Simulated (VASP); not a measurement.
# ZrH (I-4m2) in VASP: single point with r2SCAN

Aim: the single point of ZrH with r2SCAN.

Everything below comes from runs of VASP 6.6.1. Logs are shortened: lines on timing, memory, paths and dates and some standing lists are left out, and cuts for length are marked.

## 1. The cell of the first run

The structure is tetragonal, space group I-4m2 (No. 119). The conventional cell has a = 3.288 Å, b = 3.288 Å, c = 5.009 Å, α = 90.00°, β = 90.00°, γ = 90.00°. Zr (site symmetry -4m2) has 4 H at 2.07 Å within 2.7 Å. H (site symmetry -4m2) has 4 Zr at 2.07 Å within 2.7 Å.

## 2. Single point, r2SCAN

POSCAR reads:

```
ZrH
1.0
   -1.6439080000      1.6439080000      2.5043990000
    1.6439080000     -1.6439080000      2.5043990000
    1.6439080000      1.6439080000     -2.5043990000
Zr H
1 1
Direct
    0.0000000000      0.0000000000      0.0000000000
    0.7500000000      0.2500000000      0.5000000000
```

INCAR.step1 reads:

```
  ALGO = Normal
  EDIFF = 1E-4
  ENCUT = 520
  GGA = PE
  ISMEAR = 0
  LASPH = True
  LCHARG = False
  LREAL = False
  LWAVE = True
  NBANDS = 14
  NELM = 100
  PREC = Accurate
  SIGMA = 0.15
```

INCAR.step2 reads:

```
  ALGO = Normal
  EDIFF = 1E-7
  ENCUT = 520
  ISIF = 2
  ISMEAR = 0
  ISTART = 1
  LASPH = True
  LCHARG = False
  LMIXTAU = True
  LREAL = False
  LWAVE = False
  METAGGA = R2SCAN
  NBANDS = 14
  NELM = 100
  PREC = Accurate
  SIGMA = 0.15
```

KPOINTS reads:

```
k-points
0
Gamma
  20 20 20
```

Potentials or basis: VASP PAW PBE potentials, release 64 (Zr_sv, H).

Launch:

```console
$ cat potpaw_PBE.64/Zr_sv/POTCAR potpaw_PBE.64/H/POTCAR > POTCAR
$ cp INCAR.step1 INCAR
$ mpirun -np 1 vasp_std > vasp.out
$ cp INCAR.step2 INCAR
$ mpirun -np 1 vasp_std > vasp.out
```

OUTCAR:

```text
EDIFF = 1E-7
   ENCUT = 520
   ISIF = 2
   ISMEAR = 0
   ISTART = 1
   LASPH = True
   LREAL = False
   METAGGA = R2SCAN
   NELM = 100
   PREC = Accurate

 ion  position               nearest neighbor table
   1  0.000  0.000  0.000-   2 2.07   2 2.07   2 2.07   2 2.07
   2  0.750  0.250  0.500-   1 2.07   1 2.07   1 2.07   1 2.07

  LATTYP: Found a body centered tetragonal cell.
 ALAT       =     3.2878160000
 C/A-ratio  =     1.5234423094

  Lattice vectors:

 A1 = (  -1.6439080000,   1.6439080000,   2.5043990000)
 A2 = (   1.6439080000,  -1.6439080000,   2.5043990000)
 A3 = (   1.6439080000,   1.6439080000,  -2.5043990000)

Analysis of symmetry for initial positions (statically):
=====================================================================
 Subroutine PRICEL returns:
 Original cell was already a primitive cell.

 Routine SETGRP: Setting up the symmetry group for a
 body centered tetragonal supercell.

 Subroutine GETGRP returns: Found  8 space group operations
 (whereof  8 operations were pure point group operations)
 out of a pool of 16 trial point group operations.

The static configuration has the point symmetry D_2d.

Analysis of symmetry for dynamics (positions and initial velocities):
=====================================================================
 Subroutine PRICEL returns:
 Original cell was already a primitive cell.

 Routine SETGRP: Setting up the symmetry group for a
 body centered tetragonal supercell.

 Subroutine GETGRP returns: Found  8 space group operations
 (whereof  8 operations were pure point group operations)
 out of a pool of 16 trial point group operations.

The dynamic configuration has the point symmetry D_2d.

 Subroutine INISYM returns: Found  8 space group operations
 (whereof  8 operations are pure point group operations),
 and found     1 'primitive' translations

----------------------------------------------------------------------------------------

                                     Primitive cell

  volume of cell :      27.0719

  direct lattice vectors                    reciprocal lattice vectors
    -1.643908000  1.643908000  2.504399000     0.000000000  0.304153274  0.199648698
     1.643908000 -1.643908000  2.504399000     0.304153274  0.000000000  0.199648698
     1.643908000  1.643908000 -2.504399000     0.304153274  0.304153274  0.000000000

  length of vectors
     3.417145209  3.417145209  3.417145209     0.363825256  0.363825256  0.430137685

  position of ions in fractional coordinates (direct lattice)
     0.000000000  0.000000000  0.000000000
     0.750000000  0.250000000  0.500000000

  ion indices of the primitive-cell ions
   primitive index   ion index
                 1           1
                 2           2

----------------------------------------------------------------------------------------

 KPOINTS: k-points

Automatic generation of k-mesh.
 Grid dimensions read from file:
 generate k-points for:   20   20   20

 Generating k-lattice:

  Cartesian coordinates                     Fractional coordinates (reciprocal lattice)
     0.000000000  0.015207664  0.009982435     0.050000000  0.000000000 -0.000000000
     0.015207664  0.000000000  0.009982435     0.000000000  0.050000000 -0.000000000
     0.015207664  0.015207664  0.000000000     0.000000000  0.000000000  0.050000000

  Length of vectors
     0.018191263  0.018191263  0.021506884

  Shift w.r.t. Gamma in fractional coordinates (k-lattice)
     0.000000000  0.000000000  0.000000000

 Subroutine IBZKPT returns following result:
 ===========================================

 Found    641 irreducible k-points:

 Following reciprocal coordinates:
            Coordinates               Weight
  0.000000  0.000000  0.000000      1.000000
  0.050000  0.000000 -0.000000      8.000000
  0.100000 -0.000000  0.000000      8.000000
  0.150000  0.000000  0.000000      8.000000
  0.200000 -0.000000  0.000000      8.000000
  0.250000 -0.000000  0.000000      8.000000
[... 16 lines left out ...]
 -0.400000  0.050000  0.000000     16.000000
 -0.350000  0.050000  0.000000     16.000000
 [... further k-points ...]
   k-points           NKPTS =    641   k-points in BZ     NKDIM =    641   number of bands    NBANDS=     14
   number of dos      NEDOS =    301   number of ions     NIONS =      2
   total plane-waves  NPLWV =  21952
   dimension x,y,z NGX =    28 NGY =   28 NGZ =   28
   dimension x,y,z NGXF=    56 NGYF=   56 NGZF=   56
   ions per type =               1   1
   NGX,Y,Z   is equivalent  to a cutoff of  13.62, 13.62, 13.62 a.u.
   NGXF,Y,Z  is equivalent  to a cutoff of  27.24, 27.24, 27.24 a.u.
 SYSTEM =  unknown system
   PREC   = accura    normal or accurate (medium, high low for compatibility)
   ISTART =      1    job   : 0-new  1-cont  2-samecut
   ICHARG =      0    charge: 1-file 2-atom 10-const
   ISPIN  =      1    spin polarized calculation?
   LNONCOLLINEAR =      F non collinear calculations
   LSORBIT =      F    spin-orbit coupling
   LASPH  =      T    aspherical Exc in radial PAW
   ENCUT  =  520.0 eV  38.22 Ry    6.18 a.u.   6.35  6.35  6.35*2*pi/ulx,y,z
   NELM   =    100;   NELMIN=  2; NELMDL=  0     # of ELM steps
   EDIFF  = 0.1E-06   stopping-criterion for ELM
   LREAL  =      F    real-space projection
   EDIFFG = 0.1E-05   stopping-criterion for IOM
   NSW    =      0    number of steps for IOM
   IBRION =     -1    ionic relax: 0-MD 1-quasi-New 2-CG
   NFREE  =      0    steps in history (QN), initial steepest desc. (CG)
   ISIF   =      2    stress and relaxation
   ISYM   =      2    0-nonsym 1-usesym 2-fastsym
   POTIM  = 0.5000    time-step for ionic-motion
   TEBEG  =    0.0;   TEEND  =   0.0 temperature during run
   PSTRESS=    0.0 pullay stress
   NELECT =      13.0000    total number of electrons
   NUPDOWN=      -1.0000    fix difference up-down
   EMIN   =  10.00;   EMAX   =-10.00  energy-range for DOS
   EFERMI =   0.00;   METHOD = LEGACY
   ISMEAR =     0;   SIGMA  =   0.15  broadening in eV -4-tet -1-fermi 0-gaus
   EFERMI_NEDOS =   21; number of points for ismear=-14 and -15
   IALGO  =     38    algorithm
   IMIX   =      4    mixing-type and parameters
     AMIX     =   0.40;   BMIX     =  1.00
     AMIX_MAG =   1.60;   BMIX_MAG =  1.00
  volume/ion in A,a.u.               =      13.54        91.35
  Fermi-wavevector in a.u.,A,eV,Ry     =   1.281985  2.422601 22.360995  1.643487
  Thomas-Fermi vector in A             =   2.414323
   LORBIT       =      0    0 simple, 1 ext, 2 COOP (PROOUT), +10 PAW based schemes
   METAGGA = R2SCAN    functional components
   LHFCALC =     F    Hartree Fock is set to
   AEXX    =    0.0000 exact exchange contribution
   IVDW    =     0    specifies the selected vdW correction
   LEPSILON=     F    determine dielectric tensor
   LRPA    =     F    only Hartree local field effects (RPA)
 non-spin polarized calculation
 Gauss-broadening in eV      SIGMA  =   0.15
  energy-cutoff  :      520.00
  volume of cell :       27.07
 maximum number of plane-waves:       745
 NGX is ok and might be reduce to    28
   NGX = 13   NGY = 13   NGZ = 13

 number of electron      12.9999999 magnetization

 Free energy of the ion-electron system (eV)
  ---------------------------------------------------
  ext. energy  EPLUGINS =         0.00000000
  ---------------------------------------------------
  free energy    TOTEN  =       -26.99575523 eV

  energy without entropy =      -26.98150361  energy(sigma->0) =      -26.98862942

 E-fermi :   7.7339     XC(G=0): -11.6599

 val. band max:        7.7307883902   @ k =  -0.2500  -0.3500   0.2500
 cond. band min:       7.7365490402   @ k =  -0.1500  -0.4000   0.1500
 fundamental gap:      0.0057606501
 Fermi energy:         7.7339034617

 k-point     1 :       0.0000    0.0000    0.0000
  band No.  band energies     occupation
      1     -42.9103      2.00000
      2     -19.9065      2.00000
      3     -19.8820      2.00000
      4     -19.8820      2.00000
      5      -0.6088      2.00000
      6       7.9855      0.01770
      7       8.6837      0.00000
      8       8.6837      0.00000
      9      10.2708      0.00000
     10      11.3714      0.00000
     11      11.7197      0.00000
     12      20.7357      0.00000
     13      22.4694      0.00000
     14      22.4694      0.00000

 k-point     2 :       0.0500    0.0000   -0.0000
  band No.  band energies     occupation
      1     -42.9082      2.00000
      2     -19.9153      2.00000
      3     -19.8938      2.00000
      4     -19.8833      2.00000
      5      -0.5511      2.00000
      6       7.9465      0.04500
      7       8.5417      0.00000
      8       8.7187      0.00000
      9      10.2726      0.00000
     10      11.3276      0.00000
     11      11.9805      0.00000
     12      20.7456      0.00000
     13      22.1165      0.00000
     14      22.6096      0.00000

 k-point     3 :       0.1000   -0.0000    0.0000
  band No.  band energies     occupation
      1     -42.9021      2.00000
      2     -19.9594      2.00000
      3     -19.9091      2.00000
      4     -19.8872      2.00000
      5      -0.3838      2.00000
      6       7.6990      1.25798
      7       8.4110      0.00000
      8       8.8167      0.00000
      9      10.2571      0.00000
     10      11.2130      0.00000
     11      12.6151      0.00000
     12      20.5045      0.00000
     13      21.9303      0.00000
     14      23.0150      0.00000
[... 324 lines left out ...]
 k-point    23 :      -0.4000    0.0500    0.0000
  band No.  band energies     occupation
      1     -42.8333      2.00000
      2     -20.4900      2.00000
      3     -20.0061      2.00000
      4     -19.9368      2.00000
      5       1.2132      2.00000
      6       6.7023      2.00000
      7       8.2419      0.00000
      8       8.8887      0.00000
      9      11.5943      0.00000
     10      12.0152      0.00000
     11      14.8655      0.00000
     12      17.0027      0.00000
     13      21.9731      0.00000
     14      22.6341      0.00000

 k-point    24 :      -0.3500    0.0500    0.0000
  band No.  band energies     occupation
      1     -42.8436      2.00000
      2     -20.4123      2.00000
      3     -19.9931      2.00000
      4     -19.9291      2.00000
      5       1.0368      2.00000
      6       6.5329      2.00000
      7       8.3512      0.00000
      8       8.9973      0.00000
      9      11.1840      0.00000
     10      11.6182      0.00000
     11      14.9335      0.00000
     12      17.8460      0.00000
     13      22.6319      0.00000
     14      23.1067      0.00000

 [... further k-points ...]
[... 5 lines left out ...]
  --------------------------------------------------------------------------------------
  -------------------------------------------------------------------------------------
  Total       -0.1309598     -0.1309598     -0.3773930      0.0000000      0.0000000      0.0000000
  in kB       -7.7505077     -7.7505077    -22.3349970      0.0000000      0.0000000      0.0000000
  external PRESSURE =     -12.6120041 kB  Pullay stress =       0.0000000 kB

 VOLUME and BASIS-vectors are now :
 -----------------------------------------------------------------------------
  energy-cutoff  :      520.00
  volume of cell :       27.07
      direct lattice vectors                 reciprocal lattice vectors
    -1.643908000  1.643908000  2.504399000     0.000000000  0.304153274  0.199648698
     1.643908000 -1.643908000  2.504399000     0.304153274  0.000000000  0.199648698
     1.643908000  1.643908000 -2.504399000     0.304153274  0.304153274  0.000000000

 POSITION                                       TOTAL-FORCE (eV/Angst)
 -----------------------------------------------------------------------------------
      0.00000      0.00000      0.00000        -0.000000     -0.000000      0.000000
     -0.00000      1.64391      1.25220         0.000000      0.000000     -0.000000
 -----------------------------------------------------------------------------------
    total drift:                               -0.000000      0.000000      0.000000

  FREE ENERGIE OF THE ION-ELECTRON SYSTEM (eV)
  ---------------------------------------------------
  free  energy   TOTEN  =       -26.9957552307 eV

  energy  without entropy=      -26.9815036080  energy(sigma->0) =      -26.98862942
```

It took 8.9 min on 1 thread of Intel Xeon 6975P-C (Granite Rapids), shared host; peak memory 0.36 GiB.

Results:

```
Free energy : -26.9958 eV
Pressure    : -1.3 GPa
```

Levels at points of the mesh, in eV from the Fermi level:
```tsv
k point	band 3	band 4	band 5	band 6	band 7	band 8	band 9	band 10
(0.00, 0.00, 0.00)	-27.62	-27.62	-8.34	0.25	0.95	0.95	2.54	3.64
(0.50, 0.00, 0.00)	-27.75	-27.67	-6.41	-0.63	0.34	1.12	4.39	4.71
(0.50, 0.50, 0.00)	-27.93	-27.84	-5.85	-2.73	0.62	4.45	4.57	5.19
(0.50, 0.50, 0.50)	-27.80	-27.80	-5.73	-2.80	-0.13	4.78	4.84	4.84
```

Caveat: the PAW data sets were made with another functional, which shifts forces and pressure a little.
